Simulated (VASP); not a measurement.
Here is a VASP 6.6.1 calculation.

File INCAR:

```
SYSTEM = AlRu
PREC = Accurate ; ENCUT = 520
EDIFF = 1E-6 ; ISMEAR = -1
SIGMA = 0.1 ; LREAL = .False.
LASPH = .True. ; NELM = 60
ALGO = Normal ; ISIF = 2
LWAVE = .False. ; LCHARG = .True.
GGA = PS ; LELF = .True.
LVHAR = .True. ; NBANDS = 16
```

File KPOINTS:

```
Automatic mesh
0
Gamma
  12 12 12
  0 0 0
```

The input POSCAR:

```
AlRu
1.0
    2.9916000000      0.0000000000      0.0000000000
    0.0000000000      2.9916000000      0.0000000000
    0.0000000000      0.0000000000      2.9916000000
Al Ru
1 1
Direct
    0.0000000000      0.0000000000      0.0000000000
    0.5000000000      0.5000000000      0.5000000000
```

Potentials or basis: VASP PAW PBE potentials, release 64 (Al, Ru_pv).

Command:

```console
$ cat potpaw_PBE.64/Al/POTCAR potpaw_PBE.64/Ru_pv/POTCAR > POTCAR
$ mpirun -np 1 vasp_std > vasp.out
```

**Question.** Estimate the pressure.

**Answer.** -3.1 GPa.

Caveat: the PAW data sets were made with another functional, which shifts forces and pressure a little.
